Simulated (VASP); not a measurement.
# Ga15SnN16 (a cell with a defect) in VASP: single point with PBE

Aim: the single point of Ga15SnN16 (a cell with a defect) with PBE.

All numbers are computed with VASP 6.6.1; they aren't measurements. Logs are shortened: lines on timing, memory, paths and dates and some standing lists are left out, and cuts for length are marked.

## (1) The cell of the first run

The cell holds a defect, 32 atoms: a = 6.360 Å, b = 6.360 Å, c = 10.332 Å, α = 90.00°, β = 90.00°, γ = 120.00°.

## (2) Single point, PBE

INCAR

```
SYSTEM = Ga15SnN16
PREC = Accurate
ENCUT = 520
EDIFF = 1E-6
ISMEAR = -1
SIGMA = 0.01
LREAL = Auto
LASPH = .True.
NELM = 60
ALGO = Normal
ISIF = 2
LWAVE = .False.
LCHARG = .False.
GGA = PE
NBANDS = 166
NELECT = 290.0
```

KPOINTS

```
regular mesh
0
Gamma
  4 4 2
  0 0 0
```

POSCAR

```
Ga15SnN16
1.0
    6.3600000000      0.0000000000      0.0000000000
   -3.1800000000      5.5079215680      0.0000000000
    0.0000000000      0.0000000000     10.3320000000
Sn Ga N
1 15 16
Direct
    0.1666666667      0.3333333333      0.0144933248
    0.1666666667      0.3333333333      0.4765043032
    0.1707856873      0.8353928436     -0.0051660434
    0.1637566458      0.8318783229      0.5011380606
    0.6646071564      0.3292143127     -0.0051660434
    0.6681216771      0.3362433542      0.5011380606
    0.6646071564      0.8353928436     -0.0051660434
    0.6681216771      0.8318783229      0.5011380606
    0.3369960921      0.1630039079      0.2560958781
    0.3323792574      0.1676207426      0.7389026718
    0.3369960921      0.6739921841      0.2560958781
    0.3323792574      0.6647585148      0.7389026718
    0.8260078159      0.1630039079      0.2560958781
    0.8352414852      0.1676207426      0.7389026718
    0.8333333333      0.6666666667      0.2446509566
    0.8333333333      0.6666666667      0.7511114211
    0.1666666667      0.3333333333      0.2695526877
    0.1666666667      0.3333333333      0.6769571405
    0.1693226403      0.8346613201      0.1846557738
    0.1605301598      0.8302650799      0.6867055385
    0.6653386799      0.3306773597      0.1846557738
    0.6697349201      0.3394698402      0.6867055385
    0.6653386799      0.8346613201      0.1846557738
    0.6697349201      0.8302650799      0.6867055385
    0.3416638109      0.1583361891      0.4451828688
    0.3410144091      0.1589855909      0.9240264257
    0.3416638109      0.6833276218      0.4451828688
    0.3410144091      0.6820288183      0.9240264257
    0.8166723782      0.1583361891      0.4451828688
    0.8179711817      0.1589855909      0.9240264257
    0.8333333333      0.6666666667      0.4329879961
    0.8333333333      0.6666666667      0.9391186482
```

Potentials or basis: VASP PAW PBE potentials, release 64 (Sn_d, Ga_d, N).

The run is started by

```
$ cat potpaw_PBE.64/Sn_d/POTCAR potpaw_PBE.64/Ga_d/POTCAR potpaw_PBE.64/N/POTCAR > POTCAR
$ mpirun -np 1 vasp_std > vasp.out
```

OUTCAR:

```text
SYSTEM = Ga15SnN16
   PREC = Accurate
   ENCUT = 520
   EDIFF = 1E-6
   ISMEAR = -1
   LREAL = Auto
   LASPH = .True.
   NELM = 60
   ISIF = 2
   GGA = PE
   NELECT = 290.0

 ion  position               nearest neighbor table
   1  0.167  0.333  0.014-  26 2.14  28 2.14  30 2.14  17 2.64  11 3.12   9 3.12  13 3.12   7 3.19
                             3 3.19   3 3.19   7 3.19   5 3.19   5 3.19
   2  0.167  0.333  0.477-  25 1.95  27 1.95  29 1.95  18 2.07  17 2.14
   3  0.171  0.835  0.995-  28 1.93  26 1.93  32 1.95  19 1.96   1 3.19   1 3.19
   4  0.164  0.832  0.501-  25 1.89  27 1.89  20 1.92  31 1.95
   5  0.665  0.329  0.995-  30 1.93  26 1.93  32 1.95  21 1.96   1 3.19   1 3.19
   6  0.668  0.336  0.501-  25 1.89  29 1.89  22 1.92  31 1.95
   7  0.665  0.835  0.995-  30 1.93  28 1.93  32 1.95  23 1.96   1 3.19   1 3.19
   8  0.668  0.832  0.501-  29 1.89  27 1.89  24 1.92  31 1.95
   9  0.337  0.163  0.256-  17 1.88  19 1.95  21 1.95  25 1.95   1 3.12
  10  0.332  0.168  0.739-  26 1.92  18 1.93  20 1.93  22 1.93
  11  0.337  0.674  0.256-  17 1.88  19 1.95  23 1.95  27 1.95   1 3.12
  12  0.332  0.665  0.739-  28 1.92  18 1.93  24 1.93  20 1.93
  13  0.826  0.163  0.256-  17 1.88  23 1.95  21 1.95  29 1.95   1 3.12
  14  0.835  0.168  0.739-  30 1.92  18 1.93  24 1.93  22 1.93
  15  0.833  0.667  0.245-  31 1.95  23 1.95  21 1.95  19 1.95
  16  0.833  0.667  0.751-  24 1.92  22 1.92  20 1.92  32 1.94
  17  0.167  0.333  0.270-  11 1.88   9 1.88  13 1.88   2 2.14   1 2.64
  18  0.167  0.333  0.677-  10 1.93  12 1.93  14 1.93   2 2.07
  19  0.169  0.835  0.185-  15 1.95   9 1.95  11 1.95   3 1.96
  20  0.161  0.830  0.687-   4 1.92  16 1.92  10 1.93  12 1.93
  21  0.665  0.331  0.185-  15 1.95  13 1.95   9 1.95   5 1.96
  22  0.670  0.339  0.687-   6 1.92  16 1.92  10 1.93  14 1.93
  23  0.665  0.835  0.185-  15 1.95  13 1.95  11 1.95   7 1.96
  24  0.670  0.830  0.687-   8 1.92  16 1.92  14 1.93  12 1.93
  25  0.342  0.158  0.445-   4 1.89   6 1.89   9 1.95   2 1.95
  26  0.341  0.159  0.924-  10 1.92   3 1.93   5 1.93   1 2.14
  27  0.342  0.683  0.445-   8 1.89   4 1.89  11 1.95   2 1.95
  28  0.341  0.682  0.924-  12 1.92   3 1.93   7 1.93   1 2.14
  29  0.817  0.158  0.445-   8 1.89   6 1.89  13 1.95   2 1.95
  30  0.818  0.159  0.924-  14 1.92   5 1.93   7 1.93   1 2.14
  31  0.833  0.667  0.433-  15 1.95   8 1.95   6 1.95   4 1.95
  32  0.833  0.667  0.939-  16 1.94   7 1.95   5 1.95   3 1.95

  LATTYP: Found a hexagonal cell.
 ALAT       =     6.3600000000
 C/A-ratio  =     1.6245283019

  Lattice vectors:

 A1 = (   6.3600000000,   0.0000000000,   0.0000000000)
 A2 = (  -3.1800000000,   5.5079215680,   0.0000000000)
 A3 = (   0.0000000000,   0.0000000000,  10.3320000000)

Analysis of symmetry for initial positions (statically):
=====================================================================
 Subroutine PRICEL returns:
 Original cell was already a primitive cell.

 Routine SETGRP: Setting up the symmetry group for a
 hexagonal supercell.

 Subroutine GETGRP returns: Found  6 space group operations
 (whereof  2 operations were pure point group operations)
 out of a pool of 24 trial point group operations.

The static configuration has the point symmetry C_1h.
 The point group associated with its full space group is C_3v.

Analysis of symmetry for dynamics (positions and initial velocities):
=====================================================================
 Subroutine PRICEL returns:
 Original cell was already a primitive cell.

 Routine SETGRP: Setting up the symmetry group for a
 hexagonal supercell.

 Subroutine GETGRP returns: Found  6 space group operations
 (whereof  2 operations were pure point group operations)
 out of a pool of 24 trial point group operations.

The dynamic configuration has the point symmetry C_1h.
 The point group associated with its full space group is C_3v.

 Subroutine INISYM returns: Found  6 space group operations
 (whereof  2 operations are pure point group operations),
 and found     1 'primitive' translations

----------------------------------------------------------------------------------------

                                     Primitive cell

  volume of cell :     361.9339

  direct lattice vectors                    reciprocal lattice vectors
     6.360000000  0.000000000  0.000000000     0.157232704  0.090778344  0.000000000
    -3.180000000  5.507921568  0.000000000     0.000000000  0.181556688  0.000000000
     0.000000000  0.000000000 10.332000000     0.000000000  0.000000000  0.096786682

  length of vectors
[... 72 lines left out ...]

 KPOINTS: regular mesh

Automatic generation of k-mesh.
 Grid dimensions read from file:
 generate k-points for:    4    4    2

 Generating k-lattice:

  Cartesian coordinates                     Fractional coordinates (reciprocal lattice)
     0.039308176  0.022694586  0.000000000     0.250000000  0.000000000  0.000000000
     0.000000000  0.045389172  0.000000000     0.000000000  0.250000000  0.000000000
     0.000000000  0.000000000  0.048393341     0.000000000  0.000000000  0.500000000

  Length of vectors
     0.045389172  0.045389172  0.048393341

  Shift w.r.t. Gamma in fractional coordinates (k-lattice)
     0.000000000  0.000000000  0.000000000

 Subroutine IBZKPT returns following result:
 ===========================================

 Found      8 irreducible k-points:

 Following reciprocal coordinates:
            Coordinates               Weight
  0.000000  0.000000  0.000000      1.000000
  0.250000  0.000000  0.000000      6.000000
  0.500000  0.000000  0.000000      3.000000
  0.250000  0.250000  0.000000      6.000000
  0.000000  0.000000  0.500000      1.000000
  0.250000  0.000000  0.500000      6.000000
  0.500000  0.000000  0.500000      3.000000
  0.250000  0.250000  0.500000      6.000000
   k-points           NKPTS =      8   k-points in BZ     NKDIM =      8   number of bands    NBANDS=    166
   number of dos      NEDOS =    301   number of ions     NIONS =     32
   total plane-waves  NPLWV = 184320
   dimension x,y,z NGX =    48 NGY =   48 NGZ =   80
   dimension x,y,z NGXF=    96 NGYF=   96 NGZF=  160
   ions per type =               1  15  16
   NGX,Y,Z   is equivalent  to a cutoff of  12.55, 12.55, 12.87 a.u.
   NGXF,Y,Z  is equivalent  to a cutoff of  25.09, 25.09, 25.74 a.u.
 SYSTEM =  Ga15SnN16
   PREC   = accura    normal or accurate (medium, high low for compatibility)
   ISTART =      0    job   : 0-new  1-cont  2-samecut
   ICHARG =      2    charge: 1-file 2-atom 10-const
   ISPIN  =      1    spin polarized calculation?
   LNONCOLLINEAR =      F non collinear calculations
   LSORBIT =      F    spin-orbit coupling
   LASPH  =      T    aspherical Exc in radial PAW
   ENCUT  =  520.0 eV  38.22 Ry    6.18 a.u.  11.83 11.83 19.21*2*pi/ulx,y,z
   NELM   =     60;   NELMIN=  2; NELMDL= -5     # of ELM steps
   EDIFF  = 0.1E-05   stopping-criterion for ELM
   LREAL  =      T    real-space projection
   EDIFFG = 0.1E-04   stopping-criterion for IOM
   NSW    =      0    number of steps for IOM
   IBRION =     -1    ionic relax: 0-MD 1-quasi-New 2-CG
   NFREE  =      0    steps in history (QN), initial steepest desc. (CG)
   ISIF   =      2    stress and relaxation
   ISYM   =      2    0-nonsym 1-usesym 2-fastsym
   POTIM  = 0.5000    time-step for ionic-motion
   TEBEG  =    0.0;   TEEND  =   0.0 temperature during run
   PSTRESS=    0.0 pullay stress
   NELECT =     290.0000    total number of electrons
   NUPDOWN=      -1.0000    fix difference up-down
   EMIN   =  10.00;   EMAX   =-10.00  energy-range for DOS
   EFERMI =   0.00;   METHOD = LEGACY
   ISMEAR =    -1;   SIGMA  =   0.01  broadening in eV -4-tet -1-fermi 0-gaus
   EFERMI_NEDOS =   21; number of points for ismear=-14 and -15
   IALGO  =     38    algorithm
   IMIX   =      4    mixing-type and parameters
     AMIX     =   0.40;   BMIX     =  1.00
     AMIX_MAG =   1.60;   BMIX_MAG =  1.00
  volume/ion in A,a.u.               =      11.31        76.33
  Fermi-wavevector in a.u.,A,eV,Ry     =   1.520540  2.873403 31.457224  2.312041
  Thomas-Fermi vector in A             =   2.629376
   LORBIT       =      0    0 simple, 1 ext, 2 COOP (PROOUT), +10 PAW based schemes
   GGA     = PE    functional components
   LHFCALC =     F    Hartree Fock is set to
   AEXX    =    0.0000 exact exchange contribution
   IVDW    =     0    specifies the selected vdW correction
   LEPSILON=     F    determine dielectric tensor
   LRPA    =     F    only Hartree local field effects (RPA)
 non-spin polarized calculation
  energy-cutoff  :      520.00
  volume of cell :      361.93
 maximum number of plane-waves:      9768
 NGX is ok and might be reduce to    48
   NGX = 23   NGY = 23   NGZ = 39

 number of electron     289.9999998 magnetization

 Free energy of the ion-electron system (eV)
  ---------------------------------------------------
  ext. energy  EPLUGINS =         0.00000000
  ---------------------------------------------------
  free energy    TOTEN  =      -182.67295497 eV

  energy without entropy =     -182.67295497  energy(sigma->0) =     -182.67295497

 E-fermi :   8.3072     XC(G=0): -11.8332

 val. band max:        8.0581684468   @ k =   0.2500   0.2500   0.0000
 cond. band min:       8.5524353053   @ k =   0.0000   0.0000   0.0000
 fundamental gap:      0.4942668585
 Fermi energy:         8.3071528575

 k-point     1 :       0.0000    0.0000    0.0000
  band No.  band energies     occupation
      1     -13.8833      2.00000
      2     -13.8833      2.00000
      3     -13.7526      2.00000
      4     -13.7335      2.00000
      5     -13.7335      2.00000
      6     -10.3862      2.00000
[... 1269 lines left out ...]
    156      12.0582      0.00000
    157      12.2294      0.00000
 [bands above 157 left out]

------------------------ aborting loop because EDIFF is reached ----------------------------------------

  FORCE on cell =-STRESS in cart. coord.  units (eV):
  Direction    XX          YY          ZZ          XY          YZ          ZX
  --------------------------------------------------------------------------------------
  -------------------------------------------------------------------------------------
  Total       39.5050121     39.5050121     48.3755829      0.0000000      0.0000000      0.0000000
  in kB      174.8773329    174.8773329    214.1447998      0.0000000      0.0000000      0.0000000
  external PRESSURE =     187.9664886 kB  Pullay stress =       0.0000000 kB

 VOLUME and BASIS-vectors are now :
 -----------------------------------------------------------------------------
  energy-cutoff  :      520.00
  volume of cell :      361.93
      direct lattice vectors                 reciprocal lattice vectors
     6.360000000  0.000000000  0.000000000     0.157232704  0.090778344  0.000000000
    -3.180000000  5.507921568  0.000000000     0.000000000  0.181556688  0.000000000
     0.000000000  0.000000000 10.332000000     0.000000000  0.000000000  0.096786682

 POSITION                                       TOTAL-FORCE (eV/Angst)
 -----------------------------------------------------------------------------------
      0.00000      1.83597      0.14975         0.000000     -0.000000      0.034439
      0.00000      1.83597      4.92324         0.000000     -0.000000      0.012640
     -1.57035      4.60128     10.27862         0.003991      0.002304     -0.010414
     -1.60388      4.58192      5.17776         0.020374      0.011763      0.003906
      3.18000      1.81329     10.27862         0.000000     -0.004608     -0.010414
      3.18000      1.85200      5.17776         0.000000     -0.023526      0.003906
[... 24 lines left out ...]
      3.18000      3.67195      4.47363         0.000000     -0.000000      0.003356
      3.18000      3.67195      9.70297         0.000000     -0.000000      0.001654
 -----------------------------------------------------------------------------------
    total drift:                                0.000006     -0.000012     -0.030012

  FREE ENERGIE OF THE ION-ELECTRON SYSTEM (eV)
  ---------------------------------------------------
  free  energy   TOTEN  =      -182.6729549703 eV

  energy  without entropy=     -182.6729549703  energy(sigma->0) =     -182.67295497
```

Wall time 61 min (1 thread of Intel Xeon 8259CL, shared host); peak memory 0.6 GiB.

What came out:

```yaml
Free_energy: -182.6730 eV
Largest_force: 0.035 eV/Å
```

Forces on the atoms (eV/Å):
```
Sn   0.000  0.000  0.034
Ga   0.000  0.000  0.013
Ga   0.004  0.002 -0.010
Ga   0.020  0.012  0.004
Ga   0.000 -0.005 -0.010
Ga   0.000 -0.024  0.004
Ga  -0.004  0.002 -0.010
Ga  -0.020  0.012  0.004
Ga  -0.019  0.011 -0.010
Ga   0.004 -0.003  0.010
Ga   0.000 -0.022 -0.010
Ga   0.000  0.005  0.010
Ga   0.019  0.011 -0.010
Ga  -0.004 -0.003  0.010
Ga   0.000  0.000 -0.001
Ga   0.000  0.000  0.002
N    0.000  0.000 -0.035
N    0.000  0.000  0.011
N    0.001  0.001  0.004
N   -0.006 -0.003 -0.006
N    0.000 -0.001  0.004
N    0.000  0.007 -0.006
N   -0.001  0.001  0.004
N    0.006 -0.003 -0.006
N    0.013 -0.007  0.010
N    0.007 -0.004 -0.011
N    0.000  0.015  0.010
N    0.000  0.008 -0.011
N   -0.013 -0.007  0.010
N   -0.007 -0.004 -0.011
N    0.000  0.000  0.003
N    0.000  0.000  0.002
```

Caveat: the cell carries a net charge on a neutralising background, which shifts energy and pressure; the cell is charged against a uniform background, so pressure and absolute levels hang on convention; spin-orbit coupling is left out, which moves the levels of the heavy elements.
